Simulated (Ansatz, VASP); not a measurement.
# TiSi11O24 in VASP and in Ansatz

Contents of INCAR:

```
  PREC = Accurate
  ENCUT = 520
  EDIFF = 1E-8
  ISMEAR = -1
  SIGMA = 0.01
  LREAL = Auto
  LASPH = T
  NELM = 100
  ALGO = Normal
  ISIF = 2
  LWAVE = F
  LCHARG = F
  GGA = PE
  LEFG = T
  NBANDS = 124
```

KPOINTS

```
regular mesh
0
Gamma
  4 4 4
```

The input POSCAR:

```
TiSi11O24
1.0
   -7.3724492651      4.2564855678      5.4313011400
    7.3724492651     -4.2564855678      5.4313011400
    2.4574830884      4.2564855678     -5.4313011400
Ti Si O
1 11 24
Direct
    0.2655442950      0.2655442950      0.5310885900
    0.7655442950      0.7655442950      0.5310885900
    0.7655442950      0.2655442950      0.0310885900
    0.2655442950      0.7655442950      0.0310885900
    0.5677890383      0.3333333333      0.2344557050
    0.0677890383      0.8333333333      0.2344557050
    0.0677890383      0.3333333333      0.7344557050
    0.5677890383      0.8333333333      0.7344557050
    0.1666666667      0.4011223717      0.2344557050
    0.6666666667      0.9011223717      0.2344557050
    0.6666666667      0.4011223717      0.7344557050
    0.1666666667      0.9011223717      0.7344557050
    0.5991426350      0.5270570450      0.3413087000
    0.0991426350      0.0270570450      0.3413087000
    0.0991426350      0.5270570450      0.8413087000
    0.5991426350      0.0270570450      0.8413087000
    0.4870265667      0.3524150117      0.7212172650
    0.9870265667      0.8524150117      0.7212172650
    0.9870265667      0.3524150117      0.2212172650
    0.4870265667      0.8524150117      0.2212172650
    0.5911672683      0.2978644133      0.4374740350
    0.0911672683      0.7978644133      0.4374740350
    0.0911672683      0.2978644133      0.9374740350
    0.5911672683      0.7978644133      0.9374740350
    0.2421660650      0.3142516550      0.3413087000
    0.7421660650      0.8142516550      0.3413087000
    0.7421660650      0.3142516550      0.8413087000
    0.2421660650      0.8142516550      0.8413087000
    0.3463067667      0.6396096217      0.4374740350
    0.8463067667      0.1396096217      0.4374740350
    0.8463067667      0.6396096217      0.9374740350
    0.3463067667      0.1396096217      0.9374740350
    0.7341906983      0.8688022533      0.7212172650
    0.2341906983      0.3688022533      0.7212172650
    0.2341906983      0.8688022533      0.2212172650
    0.7341906983      0.3688022533      0.2212172650
```

Input for Ansatz:

```yaml
crystal:
  lattice:
    - [-7.3724492651, 4.2564855678, 5.43130114]
    - [7.3724492651, -4.2564855678, 5.43130114]
    - [2.4574830884, 4.2564855678, -5.43130114]
  atoms:
    - { symbol: Ti, position: [0.265544295, 0.265544295, 0.53108859] }
    - { symbol: Si, position: [0.765544295, 0.765544295, 0.53108859] }
    - { symbol: Si, position: [0.765544295, 0.265544295, 0.03108859] }
    - { symbol: Si, position: [0.265544295, 0.765544295, 0.03108859] }
    - { symbol: Si, position: [0.5677890383, 0.3333333333, 0.234455705] }
    - { symbol: Si, position: [0.0677890383, 0.8333333333, 0.234455705] }
    - { symbol: Si, position: [0.0677890383, 0.3333333333, 0.734455705] }
    - { symbol: Si, position: [0.5677890383, 0.8333333333, 0.734455705] }
    - { symbol: Si, position: [0.1666666667, 0.4011223717, 0.234455705] }
    - { symbol: Si, position: [0.6666666667, 0.9011223717, 0.234455705] }
    - { symbol: Si, position: [0.6666666667, 0.4011223717, 0.734455705] }
    - { symbol: Si, position: [0.1666666667, 0.9011223717, 0.734455705] }
    - { symbol: O, position: [0.599142635, 0.527057045, 0.3413087] }
    - { symbol: O, position: [0.099142635, 0.027057045, 0.3413087] }
    - { symbol: O, position: [0.099142635, 0.527057045, 0.8413087] }
    - { symbol: O, position: [0.599142635, 0.027057045, 0.8413087] }
    - { symbol: O, position: [0.4870265667, 0.3524150117, 0.721217265] }
    - { symbol: O, position: [0.9870265667, 0.8524150117, 0.721217265] }
    - { symbol: O, position: [0.9870265667, 0.3524150117, 0.221217265] }
    - { symbol: O, position: [0.4870265667, 0.8524150117, 0.221217265] }
    - { symbol: O, position: [0.5911672683, 0.2978644133, 0.437474035] }
    - { symbol: O, position: [0.0911672683, 0.7978644133, 0.437474035] }
    - { symbol: O, position: [0.0911672683, 0.2978644133, 0.937474035] }
    - { symbol: O, position: [0.5911672683, 0.7978644133, 0.937474035] }
    - { symbol: O, position: [0.242166065, 0.314251655, 0.3413087] }
    - { symbol: O, position: [0.742166065, 0.814251655, 0.3413087] }
    - { symbol: O, position: [0.742166065, 0.314251655, 0.8413087] }
    - { symbol: O, position: [0.242166065, 0.814251655, 0.8413087] }
    - { symbol: O, position: [0.3463067667, 0.6396096217, 0.437474035] }
    - { symbol: O, position: [0.8463067667, 0.1396096217, 0.437474035] }
    - { symbol: O, position: [0.8463067667, 0.6396096217, 0.937474035] }
    - { symbol: O, position: [0.3463067667, 0.1396096217, 0.937474035] }
    - { symbol: O, position: [0.7341906983, 0.8688022533, 0.721217265] }
    - { symbol: O, position: [0.2341906983, 0.3688022533, 0.721217265] }
    - { symbol: O, position: [0.2341906983, 0.8688022533, 0.221217265] }
    - { symbol: O, position: [0.7341906983, 0.3688022533, 0.221217265] }
kpoints:
  mp_grid: { grid: [4, 4, 4] }
scf:
  occupations: { method: fermi_dirac, width: 0.01 }
hamiltonian:
  xc: pbe
  pseudopotentials: { kind: paw }
output:
  forces: true
  stress: true
  populations: true
  efg:
    quadrupole_moments_barn: { Ti: 0.247, O: -0.02558 }
    contact_densities: true
```

Alike in both runs: task electric field gradients; functional PBE; k mesh 4 × 4 × 4; occupations fermi-dirac, width 0.01 eV; no spin polarisation.

```csv
,VASP,Ansatz
version,VASP 6.6.1,Ansatz 0.2.0
potentials or method,"VASP PAW PBE potentials, release 64 (Ti_sv, Si, O)","plane-wave PAW, scalar-relativistic"
plane-wave cutoff (eV),520,420
valence electrons in the cell,200,200
```

|  | VASP | Ansatz | Ansatz less VASP |
| --- | --- | --- | --- |
| gap on the k mesh at the Fermi level (eV) | 6.02 | 6.02 | -0.002 |
| pressure (GPa) | 13.2 | 13.0 | -0.20 |
| traceless stress, the component that is largest in VASP (GPa) | -0.17 | -0.17 | +0.001 |
| rms of the force components (eV/Å) | 1.728 | 1.719 | -0.0096 |
| size of Vzz on the site where it differs most (V/Å²) | 88.0 | 92.2 | +4.18 |

Atom by atom the forces differ by 0.012 eV/Å (rms over components).
